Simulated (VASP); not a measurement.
# CsSe2 (Fd-3m) in VASP: a series of runs

The runs below take CsSe2 through single point, relaxation of cell and atoms, with PBE.

All numbers are computed with VASP 6.6.1; they aren't measurements. Logs are shortened: lines on timing, memory, paths and dates and some standing lists are left out, and cuts for length are marked.

## Step 1: The cell of the first run

The structure is cubic, space group Fd-3m (No. 227). The conventional cell has a = 8.887 Å, b = 8.887 Å, c = 8.887 Å, α = 90.00°, β = 90.00°, γ = 90.00°. Cs (site symmetry -43m) has 12 Se at 3.68 Å and 4 Cs at 3.85 Å within 4.8 Å. Within 4.1 Å of Se (site symmetry -3m) lie 6 Se at 3.14 Å and 6 Cs at 3.68 Å.

## Step 2: Single point, PBE

File INCAR:

```
SYSTEM = CsSe2
PREC = Accurate ; ENCUT = 500
EDIFF = 1E-6 ; ISMEAR = 0
SIGMA = 0.1 ; LREAL = .False.
LASPH = .True. ; NELM = 120
ALGO = Normal ; ISIF = 2
LWAVE = .False. ; LCHARG = .False.
GGA = PE ; NBANDS = 30
GGA_COMPAT = .False.
```

File KPOINTS:

```
Automatic mesh
0
Gamma
  8 8 8
  0 0 0
```

File POSCAR:

```
CsSe2
1.0
    0.0000000000      4.4436619355      4.4436619355
    4.4436619355      0.0000000000      4.4436619355
    4.4436619355      4.4436619355      0.0000000000
Cs Se
2 4
Direct
    0.0000000000      0.0000000000      0.0000000000
    0.2500000000      0.2500000000      0.2500000000
    0.6250000000      0.6250000000      0.6250000000
    0.1250000000      0.6250000000      0.6250000000
    0.6250000000      0.6250000000      0.1250000000
    0.6250000000      0.1250000000      0.6250000000
```

Potentials or basis: VASP PAW PBE potentials, release 64 (Cs_sv, Se).

On the command line:

```
cat potpaw_PBE.64/Cs_sv/POTCAR potpaw_PBE.64/Se/POTCAR > POTCAR
mpirun -np 1 vasp_std > vasp.out
```

OUTCAR:

```text
SYSTEM = CsSe2
   PREC = Accurate
   ENCUT = 500
   EDIFF = 1E-6
   ISMEAR = 0
   LREAL = .False.
   LASPH = .True.
   NELM = 120
   ISIF = 2
   GGA = PE

 ion  position               nearest neighbor table
   1  0.000  0.000  0.000-
   2  0.250  0.250  0.250-
   3  0.625  0.625  0.625-
   4  0.125  0.625  0.625-
   5  0.625  0.625  0.125-
   6  0.625  0.125  0.625-

  LATTYP: Found a face centered cubic cell.
 ALAT       =     8.8873238710

  Lattice vectors:

 A1 = (   0.0000000000,   4.4436619355,   4.4436619355)
 A2 = (   4.4436619355,   0.0000000000,   4.4436619355)
 A3 = (   4.4436619355,   4.4436619355,   0.0000000000)

Analysis of symmetry for initial positions (statically):
=====================================================================
 Subroutine PRICEL returns:
 Original cell was already a primitive cell.

 Routine SETGRP: Setting up the symmetry group for a
 face centered cubic supercell.

 Subroutine GETGRP returns: Found 48 space group operations
 (whereof 24 operations were pure point group operations)
 out of a pool of 48 trial point group operations.

The static configuration has the point symmetry T_d .
 The point group associated with its full space group is O_h .

Analysis of symmetry for dynamics (positions and initial velocities):
=====================================================================
 Subroutine PRICEL returns:
 Original cell was already a primitive cell.

 Routine SETGRP: Setting up the symmetry group for a
 face centered cubic supercell.

 Subroutine GETGRP returns: Found 48 space group operations
 (whereof 24 operations were pure point group operations)
 out of a pool of 48 trial point group operations.

The dynamic configuration has the point symmetry T_d .
 The point group associated with its full space group is O_h .

 Subroutine INISYM returns: Found 48 space group operations
 (whereof 24 operations are pure point group operations),
 and found     1 'primitive' translations

----------------------------------------------------------------------------------------

                                     Primitive cell

  volume of cell :     175.4903

  direct lattice vectors                    reciprocal lattice vectors
     0.000000000  4.443661935  4.443661935    -0.112519811  0.112519811  0.112519811
     4.443661935  0.000000000  4.443661935     0.112519811 -0.112519811  0.112519811
     4.443661935  4.443661935  0.000000000     0.112519811  0.112519811 -0.112519811

  length of vectors
     6.284286976  6.284286976  6.284286976     0.194890029  0.194890029  0.194890029

  position of ions in fractional coordinates (direct lattice)
     0.000000000  0.000000000  0.000000000
     0.250000000  0.250000000  0.250000000
     0.625000000  0.625000000  0.625000000
     0.125000000  0.625000000  0.625000000
     0.625000000  0.625000000  0.125000000
     0.625000000  0.125000000  0.625000000

  ion indices of the primitive-cell ions
   primitive index   ion index
                 1           1
                 2           2
                 3           3
                 4           4
                 5           5
                 6           6

----------------------------------------------------------------------------------------

 KPOINTS: Automatic mesh

Automatic generation of k-mesh.
 Grid dimensions read from file:
 generate k-points for:    8    8    8

 Generating k-lattice:

  Cartesian coordinates                     Fractional coordinates (reciprocal lattice)
    -0.014064976  0.014064976  0.014064976     0.125000000  0.000000000  0.000000000
     0.014064976 -0.014064976  0.014064976     0.000000000  0.125000000  0.000000000
     0.014064976  0.014064976 -0.014064976     0.000000000  0.000000000  0.125000000

  Length of vectors
     0.024361254  0.024361254  0.024361254

  Shift w.r.t. Gamma in fractional coordinates (k-lattice)
     0.000000000  0.000000000  0.000000000

 Subroutine IBZKPT returns following result:
 ===========================================

 Found     29 irreducible k-points:

 Following reciprocal coordinates:
            Coordinates               Weight
  0.000000  0.000000  0.000000      1.000000
  0.125000  0.000000  0.000000      8.000000
  0.250000  0.000000  0.000000      8.000000
  0.375000  0.000000  0.000000      8.000000
  0.500000  0.000000  0.000000      4.000000
  0.125000  0.125000  0.000000      6.000000
[... 16 lines left out ...]
  0.500000  0.250000  0.125000     48.000000
 -0.375000  0.250000  0.125000     24.000000
 [... further k-points ...]
   k-points           NKPTS =     29   k-points in BZ     NKDIM =     29   number of bands    NBANDS=     30
   number of dos      NEDOS =    301   number of ions     NIONS =      6
   total plane-waves  NPLWV = 110592
   dimension x,y,z NGX =    48 NGY =   48 NGZ =   48
   dimension x,y,z NGXF=    96 NGYF=   96 NGZF=   96
   ions per type =               2   4
   NGX,Y,Z   is equivalent  to a cutoff of  12.70, 12.70, 12.70 a.u.
   NGXF,Y,Z  is equivalent  to a cutoff of  25.40, 25.40, 25.40 a.u.
 SYSTEM =  CsSe2
   PREC   = accura    normal or accurate (medium, high low for compatibility)
   ISTART =      0    job   : 0-new  1-cont  2-samecut
   ICHARG =      2    charge: 1-file 2-atom 10-const
   ISPIN  =      1    spin polarized calculation?
   LNONCOLLINEAR =      F non collinear calculations
   LSORBIT =      F    spin-orbit coupling
   LASPH  =      T    aspherical Exc in radial PAW
   ENCUT  =  500.0 eV  36.75 Ry    6.06 a.u.  11.46 11.46 11.46*2*pi/ulx,y,z
   NELM   =    120;   NELMIN=  2; NELMDL= -5     # of ELM steps
   EDIFF  = 0.1E-05   stopping-criterion for ELM
   LREAL  =      F    real-space projection
   EDIFFG = 0.1E-04   stopping-criterion for IOM
   NSW    =      0    number of steps for IOM
   IBRION =     -1    ionic relax: 0-MD 1-quasi-New 2-CG
   NFREE  =      0    steps in history (QN), initial steepest desc. (CG)
   ISIF   =      2    stress and relaxation
   ISYM   =      2    0-nonsym 1-usesym 2-fastsym
   POTIM  = 0.5000    time-step for ionic-motion
   TEBEG  =    0.0;   TEEND  =   0.0 temperature during run
   PSTRESS=    0.0 pullay stress
   NELECT =      42.0000    total number of electrons
   NUPDOWN=      -1.0000    fix difference up-down
   EMIN   =  10.00;   EMAX   =-10.00  energy-range for DOS
   EFERMI =   0.00;   METHOD = LEGACY
   ISMEAR =     0;   SIGMA  =   0.10  broadening in eV -4-tet -1-fermi 0-gaus
   EFERMI_NEDOS =   21; number of points for ismear=-14 and -15
   IALGO  =     38    algorithm
   IMIX   =      4    mixing-type and parameters
     AMIX     =   0.40;   BMIX     =  1.00
     AMIX_MAG =   1.60;   BMIX_MAG =  1.00
  volume/ion in A,a.u.               =      29.25       197.38
  Fermi-wavevector in a.u.,A,eV,Ry     =   1.016421  1.920757 14.056334  1.033111
  Thomas-Fermi vector in A             =   2.149764
   LORBIT       =      0    0 simple, 1 ext, 2 COOP (PROOUT), +10 PAW based schemes
   GGA     = PE    functional components
   LHFCALC =     F    Hartree Fock is set to
   AEXX    =    0.0000 exact exchange contribution
   IVDW    =     0    specifies the selected vdW correction
   LEPSILON=     F    determine dielectric tensor
   LRPA    =     F    only Hartree local field effects (RPA)
 non-spin polarized calculation
 Gauss-broadening in eV      SIGMA  =   0.10
  energy-cutoff  :      500.00
  volume of cell :      175.49
 maximum number of plane-waves:      4520
 NGX is ok and might be reduce to    48
   NGX = 23   NGY = 23   NGZ = 23

 number of electron      41.9999991 magnetization

 Free energy of the ion-electron system (eV)
  ---------------------------------------------------
  ext. energy  EPLUGINS =         0.00000000
  ---------------------------------------------------
  free energy    TOTEN  =       -18.11674761 eV

  energy without entropy =      -18.09109067  energy(sigma->0) =      -18.10391914

 E-fermi :   3.1047     XC(G=0):  -9.3336

 val. band max:        3.0970046468   @ k =   0.3750   0.2500   0.0000
 cond. band min:       3.1260942162   @ k =  -0.2500   0.3750   0.1250
 fundamental gap:      0.0290895694
 Fermi energy:         3.1047040026

 k-point     1 :       0.0000    0.0000    0.0000
  band No.  band energies     occupation
      1     -18.4341      2.00000
      2     -18.1330      2.00000
      3     -10.6665      2.00000
      4      -8.5882      2.00000
      5      -8.5882      2.00000
      6      -8.5882      2.00000
[... 22 lines left out ...]
     29       9.8677      0.00000
     30       9.8697      0.00000

 k-point     2 :       0.1250    0.0000    0.0000
  band No.  band energies     occupation
      1     -18.4252      2.00000
      2     -18.1414      2.00000
      3     -10.6367      2.00000
      4      -8.6949      2.00000
      5      -8.5931      2.00000
      6      -8.5931      2.00000
[... 22 lines left out ...]
     29       9.3437      0.00000
     30       9.3881      0.00000

 k-point     3 :       0.2500    0.0000    0.0000
  band No.  band energies     occupation
      1     -18.4013      2.00000
      2     -18.1643      2.00000
      3     -10.5550      2.00000
      4      -8.9469      2.00000
      5      -8.6047      2.00000
      6      -8.6047      2.00000
[... 22 lines left out ...]
     29       9.0607      0.00000
     30       9.0608      0.00000

 k-point     4 :       0.3750    0.0000    0.0000
  band No.  band energies     occupation
      1     -18.3717      2.00000
      2     -18.1929      2.00000
      3     -10.4516      2.00000
      4      -9.2032      2.00000
      5      -8.6159      2.00000
      6      -8.6159      2.00000
[... 616 lines left out ...]
     29       8.8168      0.00000
     30       9.4562      0.00000

 k-point    23 :       0.5000    0.2500    0.1250
  band No.  band energies     occupation
      1     -18.3508      2.00000
      2     -18.2132      2.00000
      3     -10.3428      2.00000
      4      -9.3912      2.00000
      5      -8.6554      2.00000
      6      -8.6360      2.00000
[... 22 lines left out ...]
     29       8.5036      0.00000
     30       9.1448      0.00000

 k-point    24 :      -0.3750    0.2500    0.1250
  band No.  band energies     occupation
      1     -18.3342      2.00000
      2     -18.2294      2.00000
      3     -10.2715      2.00000
      4      -9.5159      2.00000
      5      -8.6489      2.00000
      6      -8.6463      2.00000
[... 22 lines left out ...]
     29       8.2943      0.00000
     30       8.9381      0.00000

 [... further k-points ...]

------------------------ aborting loop because EDIFF is reached ----------------------------------------

  FORCE on cell =-STRESS in cart. coord.  units (eV):
  Direction    XX          YY          ZZ          XY          YZ          ZX
  --------------------------------------------------------------------------------------
  -------------------------------------------------------------------------------------
  Total        0.0805011      0.0805011      0.0805011      0.0000000     -0.0000000      0.0000000
  in kB        0.7349531      0.7349531      0.7349531      0.0000000     -0.0000000      0.0000000
  external PRESSURE =       0.7349531 kB  Pullay stress =       0.0000000 kB

 VOLUME and BASIS-vectors are now :
 -----------------------------------------------------------------------------
  energy-cutoff  :      500.00
  volume of cell :      175.49
      direct lattice vectors                 reciprocal lattice vectors
     0.000000000  4.443661935  4.443661935    -0.112519811  0.112519811  0.112519811
     4.443661935  0.000000000  4.443661935     0.112519811 -0.112519811  0.112519811
     4.443661935  4.443661935  0.000000000     0.112519811  0.112519811 -0.112519811

 POSITION                                       TOTAL-FORCE (eV/Angst)
 -----------------------------------------------------------------------------------
      0.00000      0.00000      0.00000         0.000000      0.000000      0.000000
      2.22183      2.22183      2.22183        -0.000000     -0.000000     -0.000000
      5.55458      5.55458      5.55458        -0.000000     -0.000000      0.000000
      5.55458      3.33275      3.33275        -0.000000     -0.000000      0.000000
      3.33275      3.33275      5.55458        -0.000000     -0.000000      0.000000
      3.33275      5.55458      3.33275        -0.000000     -0.000000      0.000000
 -----------------------------------------------------------------------------------
    total drift:                               -0.000000      0.000000     -0.000000

  FREE ENERGIE OF THE ION-ELECTRON SYSTEM (eV)
  ---------------------------------------------------
  free  energy   TOTEN  =       -18.1167476067 eV

  energy  without entropy=      -18.0910906743  energy(sigma->0) =      -18.10391914
```

Run time: 3.4 min. Hardware: 1 thread of Oxide Virtual Turin-like, shared host; peak memory 0.33 GiB.

What came out:

| Property | Result |
| --- | --- |
| Free energy | -18.1167 eV |
| Pressure | 0.1 GPa |
| Band gap on the k mesh | zero (bands 21 and 22 overlap by 2.29 eV) |

Caveat: spin-orbit coupling is left out, which moves the levels of the heavy elements.

(Continued in part 2 of 2.)

The gap in the log of VASP goes by the Fermi energy; the results here count the filled bands.